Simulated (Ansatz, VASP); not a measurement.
Be2S: VASP beside Ansatz

```
Be S
1.0
    -2.29427    2.29427    3.18985
     2.29427   -2.29427    3.18985
     2.29427    2.29427   -3.18985
Be S
4 2
Cartesian
  0.8361 1.4582 0.0000
  -0.8361 1.4582 3.1898
  1.4582 0.8361 3.1898
  3.1303 0.8361 0.0000
  0.0000 0.0000 4.7848
  0.0000 0.0000 1.5949
```

Alike in both runs: functional PBE; k mesh 12 × 12 × 12; occupations gaussian, width 0.1 eV; no spin polarisation.

Ansatz relaxed the structure, and its values are those at the end. VASP's run is a single point on that final structure, the one shown.

|  | VASP | Ansatz |
| --- | --- | --- |
| version | VASP 6.6.1 | Ansatz 0.2.0 |
| potentials or method | VASP PAW PBE potentials, release 64 (Be, S), cutoff 520 eV | scalar-relativistic, plane waves, PAW |
| valence electrons in the cell | 20 | 20 |

```csv
,VASP,Ansatz,Ansatz less VASP
gap on the k mesh at the Fermi level (eV),none,none,-
pressure (GPa),0.0,0.0,+0.01
```

A gap of «none» marks a metal or a gap that the smearing closes. With one functional, cell and mesh, what is left measures potentials, basis and numerics.
